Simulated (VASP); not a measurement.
# TaGe3Pd2 (P4/mmm) in VASP: notebook

Runs on TaGe3Pd2. Level: PBE. Tasks: single point, relaxation of cell and atoms.

Program: VASP 6.6.1. These are calculated values, not measurements. Logs are shortened: lines on timing, memory, paths and dates and some standing lists are left out, and cuts for length are marked.

### 1 The cell of the first run

Symmetry: P4/mmm, No. 123, tetragonal system. Conventional cell: a = 3.169 Å, b = 3.169 Å, c = 9.714 Å, α = 90.00°, β = 90.00°, γ = 90.00°. Within 3.8 Å of Ta (site symmetry 4/mmm) lie 8 Ge at 2.85 Å and 4 Ta at 3.17 Å and 2 Pd at 3.30 Å. Ge (site symmetry 4mm) has 4 Pd at 2.71 Å and 4 Ta at 2.85 Å and 6 Ge at 3.09 to 3.53 Å within 3.6 Å. Within 3.6 Å of Ge (site symmetry 4/mmm) lie 8 Pd at 2.73 Å and 6 Ge at 3.09 to 3.17 Å. Within 3.6 Å of Pd (site symmetry 4mm) lie 8 Ge at 2.71 to 2.73 Å and 5 Pd at 3.12 to 3.17 Å and 1 Ta at 3.30 Å.

The cell was generated, and may not be a known phase.

### 2 Single point, PBE

The input, INCAR:

```
  PREC = Accurate
  ENCUT = 520
  EDIFF = 1E-7
  ISMEAR = 0
  SIGMA = 0.1
  LREAL = False
  LASPH = True
  NELM = 100
  ALGO = Normal
  ISIF = 2
  LWAVE = False
  LCHARG = False
  GGA = PE
  NBANDS = 46
```

The input, KPOINTS:

```
Automatic mesh
0
Gamma
  6 6 2
```

The input, POSCAR:

```
TaGe3Pd2
1.0
    3.1692200600      0.0000000000      0.0000000000
    0.0000000000      3.1692200600      0.0000000000
    0.0000000000      0.0000000000      9.7137627400
Ta Ge Pd
1 3 2
Direct
    0.0000000000      0.0000000000      0.0000000000
    0.5000000000      0.5000000000      0.1817286000
    0.5000000000      0.5000000000      0.5000000000
    0.5000000000      0.5000000000      0.8182714000
    0.0000000000      0.0000000000      0.3392778000
    0.0000000000      0.0000000000      0.6607222000
```

Potentials or basis: VASP PAW PBE potentials, release 64 (Ta_pv, Ge_d, Pd).

Command:

```sh
> cat potpaw_PBE.64/Ta_pv/POTCAR potpaw_PBE.64/Ge_d/POTCAR potpaw_PBE.64/Pd/POTCAR > POTCAR
> mpirun -np 1 vasp_std > vasp.out
```

OUTCAR:

```text
PREC = Accurate
   ENCUT = 520
   EDIFF = 1E-7
   ISMEAR = 0
   LREAL = False
   LASPH = True
   NELM = 100
   ISIF = 2
   GGA = PE

 ion  position               nearest neighbor table
   1  0.000  0.000  0.000-   2 2.85   4 2.85   2 2.85   4 2.85   2 2.85   4 2.85   2 2.85   4 2.85
                             5 3.30   6 3.30
   2  0.500  0.500  0.182-   5 2.71   5 2.71   5 2.71   5 2.71   1 2.85   1 2.85   1 2.85   1 2.85

   3  0.500  0.500  0.500-   5 2.73   6 2.73   5 2.73   6 2.73   5 2.73   6 2.73   5 2.73   6 2.73

   4  0.500  0.500  0.818-   6 2.71   6 2.71   6 2.71   6 2.71   1 2.85   1 2.85   1 2.85   1 2.85

   5  0.000  0.000  0.339-   2 2.71   2 2.71   2 2.71   2 2.71   3 2.73   3 2.73   3 2.73   3 2.73
                             6 3.12   1 3.30
   6  0.000  0.000  0.661-   4 2.71   4 2.71   4 2.71   4 2.71   3 2.73   3 2.73   3 2.73   3 2.73
                             5 3.12   1 3.30

  LATTYP: Found a simple tetragonal cell.
 ALAT       =     3.1692200600
 C/A-ratio  =     3.0650325809

  Lattice vectors:

 A1 = (   3.1692200600,   0.0000000000,   0.0000000000)
 A2 = (   0.0000000000,   3.1692200600,   0.0000000000)
 A3 = (   0.0000000000,   0.0000000000,   9.7137627400)

Analysis of symmetry for initial positions (statically):
=====================================================================
 Subroutine PRICEL returns:
 Original cell was already a primitive cell.

 Routine SETGRP: Setting up the symmetry group for a
 simple tetragonal supercell.

 Subroutine GETGRP returns: Found 16 space group operations
 (whereof 16 operations were pure point group operations)
 out of a pool of 16 trial point group operations.

The static configuration has the point symmetry D_4h.

Analysis of symmetry for dynamics (positions and initial velocities):
=====================================================================
 Subroutine PRICEL returns:
 Original cell was already a primitive cell.

 Routine SETGRP: Setting up the symmetry group for a
 simple tetragonal supercell.

 Subroutine GETGRP returns: Found 16 space group operations
 (whereof 16 operations were pure point group operations)
 out of a pool of 16 trial point group operations.

The dynamic configuration has the point symmetry D_4h.

 Subroutine INISYM returns: Found 16 space group operations
 (whereof 16 operations are pure point group operations),
 and found     1 'primitive' translations

----------------------------------------------------------------------------------------

                                     Primitive cell

  volume of cell :      97.5646

  direct lattice vectors                    reciprocal lattice vectors
     3.169220060  0.000000000  0.000000000     0.315535047  0.000000000  0.000000000
     0.000000000  3.169220060  0.000000000     0.000000000  0.315535047  0.000000000
     0.000000000  0.000000000  9.713762740     0.000000000  0.000000000  0.102946719

  length of vectors
     3.169220060  3.169220060  9.713762740     0.315535047  0.315535047  0.102946719

  position of ions in fractional coordinates (direct lattice)
     0.000000000  0.000000000  0.000000000
     0.500000000  0.500000000  0.181728600
     0.500000000  0.500000000  0.500000000
     0.500000000  0.500000000  0.818271400
     0.000000000  0.000000000  0.339277800
     0.000000000  0.000000000  0.660722200

  ion indices of the primitive-cell ions
   primitive index   ion index
                 1           1
                 2           2
                 3           3
                 4           4
                 5           5
                 6           6

----------------------------------------------------------------------------------------

 KPOINTS: Automatic mesh

Automatic generation of k-mesh.
 Grid dimensions read from file:
 generate k-points for:    6    6    2

 Generating k-lattice:

  Cartesian coordinates                     Fractional coordinates (reciprocal lattice)
     0.052589174  0.000000000  0.000000000     0.166666667  0.000000000  0.000000000
     0.000000000  0.052589174  0.000000000     0.000000000  0.166666667  0.000000000
     0.000000000  0.000000000  0.051473359     0.000000000  0.000000000  0.500000000

  Length of vectors
     0.052589174  0.052589174  0.051473359

  Shift w.r.t. Gamma in fractional coordinates (k-lattice)
     0.000000000  0.000000000  0.000000000

 Subroutine IBZKPT returns following result:
 ===========================================

 Found     20 irreducible k-points:

 Following reciprocal coordinates:
            Coordinates               Weight
  0.000000  0.000000  0.000000      1.000000
  0.166667  0.000000  0.000000      4.000000
  0.333333  0.000000  0.000000      4.000000
  0.500000  0.000000  0.000000      2.000000
  0.166667  0.166667  0.000000      4.000000
  0.333333  0.166667  0.000000      8.000000
[... 12 lines left out ...]
  0.500000  0.333333  0.500000      4.000000
  0.500000  0.500000  0.500000      1.000000
   k-points           NKPTS =     20   k-points in BZ     NKDIM =     20   number of bands    NBANDS=     46
   number of dos      NEDOS =    301   number of ions     NIONS =      6
   total plane-waves  NPLWV =  41472
   dimension x,y,z NGX =    24 NGY =   24 NGZ =   72
   dimension x,y,z NGXF=    48 NGYF=   48 NGZF=  144
   ions per type =               1   3   2
   NGX,Y,Z   is equivalent  to a cutoff of  12.59, 12.59, 12.32 a.u.
   NGXF,Y,Z  is equivalent  to a cutoff of  25.18, 25.18, 24.64 a.u.
 SYSTEM =  unknown system
   PREC   = accura    normal or accurate (medium, high low for compatibility)
   ISTART =      0    job   : 0-new  1-cont  2-samecut
   ICHARG =      2    charge: 1-file 2-atom 10-const
   ISPIN  =      1    spin polarized calculation?
   LNONCOLLINEAR =      F non collinear calculations
   LSORBIT =      F    spin-orbit coupling
   LASPH  =      T    aspherical Exc in radial PAW
   ENCUT  =  520.0 eV  38.22 Ry    6.18 a.u.   5.89  5.89 18.06*2*pi/ulx,y,z
   NELM   =    100;   NELMIN=  2; NELMDL= -5     # of ELM steps
   EDIFF  = 0.1E-06   stopping-criterion for ELM
   LREAL  =      F    real-space projection
   EDIFFG = 0.1E-05   stopping-criterion for IOM
   NSW    =      0    number of steps for IOM
   IBRION =     -1    ionic relax: 0-MD 1-quasi-New 2-CG
   NFREE  =      0    steps in history (QN), initial steepest desc. (CG)
   ISIF   =      2    stress and relaxation
   ISYM   =      2    0-nonsym 1-usesym 2-fastsym
   POTIM  = 0.5000    time-step for ionic-motion
   TEBEG  =    0.0;   TEEND  =   0.0 temperature during run
   PSTRESS=    0.0 pullay stress
   NELECT =      73.0000    total number of electrons
   NUPDOWN=      -1.0000    fix difference up-down
   EMIN   =  10.00;   EMAX   =-10.00  energy-range for DOS
   EFERMI =   0.00;   METHOD = LEGACY
   ISMEAR =     0;   SIGMA  =   0.10  broadening in eV -4-tet -1-fermi 0-gaus
   EFERMI_NEDOS =   21; number of points for ismear=-14 and -15
   IALGO  =     38    algorithm
   IMIX   =      4    mixing-type and parameters
     AMIX     =   0.40;   BMIX     =  1.00
     AMIX_MAG =   1.60;   BMIX_MAG =  1.00
  volume/ion in A,a.u.               =      16.26       109.73
  Fermi-wavevector in a.u.,A,eV,Ry     =   1.486227  2.808561 30.053493  2.208869
  Thomas-Fermi vector in A             =   2.599539
   LORBIT       =      0    0 simple, 1 ext, 2 COOP (PROOUT), +10 PAW based schemes
   GGA     = PE    functional components
   LHFCALC =     F    Hartree Fock is set to
   AEXX    =    0.0000 exact exchange contribution
   IVDW    =     0    specifies the selected vdW correction
   LEPSILON=     F    determine dielectric tensor
   LRPA    =     F    only Hartree local field effects (RPA)
 non-spin polarized calculation
 Gauss-broadening in eV      SIGMA  =   0.10
  energy-cutoff  :      520.00
  volume of cell :       97.56
 maximum number of plane-waves:      2664
 NGX is ok and might be reduce to    24
   NGX = 11   NGY = 11   NGZ = 37

 number of electron      72.9999982 magnetization

 Free energy of the ion-electron system (eV)
  ---------------------------------------------------
  ext. energy  EPLUGINS =         0.00000000
  ---------------------------------------------------
  free energy    TOTEN  =       -36.47926619 eV

  energy without entropy =      -36.45593010  energy(sigma->0) =      -36.46759815

 E-fermi :   8.6782     XC(G=0): -12.4445

 val. band max:        8.6692583517   @ k =   0.5000   0.0000   0.0000
 cond. band min:       8.6788475100   @ k =   0.5000   0.0000   0.5000
 fundamental gap:      0.0095891583
 Fermi energy:         8.6781543705

 k-point     1 :       0.0000    0.0000    0.0000
  band No.  band energies     occupation
      1     -26.3893      2.00000
      2     -26.0219      2.00000
      3     -26.0219      2.00000
      4     -16.1943      2.00000
      5     -16.1848      2.00000
      6     -16.1598      2.00000
[... 38 lines left out ...]
     45      14.5077      0.00000
     46      14.6279      0.00000

 k-point     2 :       0.1667    0.0000    0.0000
  band No.  band energies     occupation
      1     -26.3804      2.00000
      2     -26.1004      2.00000
      3     -26.0151      2.00000
      4     -16.1881      2.00000
      5     -16.1764      2.00000
      6     -16.1651      2.00000
[... 38 lines left out ...]
     45      14.5975      0.00000
     46      15.7830      0.00000

 k-point     3 :       0.3333    0.0000    0.0000
  band No.  band energies     occupation
      1     -26.3626      2.00000
      2     -26.2542      2.00000
      3     -26.0013      2.00000
      4     -16.1851      2.00000
      5     -16.1758      2.00000
      6     -16.1601      2.00000
[... 38 lines left out ...]
     45      14.3487      0.00000
     46      14.7751      0.00000

 k-point     4 :       0.5000    0.0000    0.0000
  band No.  band energies     occupation
      1     -26.3536      2.00000
      2     -26.3296      2.00000
      3     -25.9944      2.00000
      4     -16.1841      2.00000
      5     -16.1812      2.00000
      6     -16.1612      2.00000
[... 724 lines left out ...]
     45      13.5531      0.00000
     46      14.4120      0.00000

 k-point    19 :       0.5000    0.3333    0.5000
  band No.  band energies     occupation
      1     -26.3293      2.00000
      2     -26.3003      2.00000
      3     -26.2178      2.00000
      4     -16.1787      2.00000
      5     -16.1771      2.00000
      6     -16.1734      2.00000
[... 38 lines left out ...]
     45      13.3051      0.00000
     46      13.7308      0.00000

 k-point    20 :       0.5000    0.5000    0.5000
  band No.  band energies     occupation
      1     -26.3211      2.00000
      2     -26.2905      2.00000
      3     -26.2905      2.00000
      4     -16.1824      2.00000
      5     -16.1778      2.00000
      6     -16.1778      2.00000
[... 38 lines left out ...]
     45      12.3002      0.00000
     46      13.3085      0.00000

------------------------ aborting loop because EDIFF is reached ----------------------------------------

  FORCE on cell =-STRESS in cart. coord.  units (eV):
  Direction    XX          YY          ZZ          XY          YZ          ZX
  --------------------------------------------------------------------------------------
  -------------------------------------------------------------------------------------
  Total       -0.5853412     -0.5853412     -0.0163787      0.0000000     -0.0000000      0.0000000
  in kB       -9.6123023     -9.6123023     -0.2689668      0.0000000     -0.0000000      0.0000000
  external PRESSURE =      -6.4978571 kB  Pullay stress =       0.0000000 kB

 VOLUME and BASIS-vectors are now :
 -----------------------------------------------------------------------------
  energy-cutoff  :      520.00
  volume of cell :       97.56
      direct lattice vectors                 reciprocal lattice vectors
     3.169220060  0.000000000  0.000000000     0.315535047  0.000000000  0.000000000
     0.000000000  3.169220060  0.000000000     0.000000000  0.315535047  0.000000000
     0.000000000  0.000000000  9.713762740     0.000000000  0.000000000  0.102946719

 POSITION                                       TOTAL-FORCE (eV/Angst)
 -----------------------------------------------------------------------------------
      0.00000      0.00000      0.00000         0.000000      0.000000      0.000000
      1.58461      1.58461      1.76527        -0.000000     -0.000000     -0.496918
      1.58461      1.58461      4.85688         0.000000      0.000000      0.000000
      1.58461      1.58461      7.94849         0.000000     -0.000000      0.496918
      0.00000      0.00000      3.29566         0.000000      0.000000     -0.349776
      0.00000      0.00000      6.41810         0.000000      0.000000      0.349776
 -----------------------------------------------------------------------------------
    total drift:                                0.000000     -0.000000      0.000000

  FREE ENERGIE OF THE ION-ELECTRON SYSTEM (eV)
  ---------------------------------------------------
  free  energy   TOTEN  =       -36.4792661901 eV

  energy  without entropy=      -36.4559301011  energy(sigma->0) =      -36.46759815
```

It took 52 s on 1 thread of AMD EPYC 9R45 (Zen 5), shared host; peak memory 0.21 GiB.

What came out:

* Free energy: -36.4793 eV
* Pressure: -0.6 GPa
* Largest force: 0.497 eV/Å
* Band gap on the k mesh: zero (an odd number of electrons rules out a gap without spin polarisation)

Forces on the atoms (eV/Å):
```
Ta   0.000  0.000  0.000
Ge   0.000  0.000 -0.497
Ge   0.000  0.000  0.000
Ge   0.000  0.000  0.497
Pd   0.000  0.000 -0.350
Pd   0.000  0.000  0.350
```

Stress tensor (GPa, compression positive):
```
-0.96  0.00  0.00
 0.00 -0.96  0.00
 0.00  0.00 -0.03
```

Caveat: spin-orbit coupling is left out, which moves the levels of the heavy elements; an odd number of electrons without spin polarisation forces a metal; a magnetic or distorted state may lie lower.

(Continued in part 2 of 2.)

The gap in the log of VASP goes by the Fermi energy; the results here count the filled bands.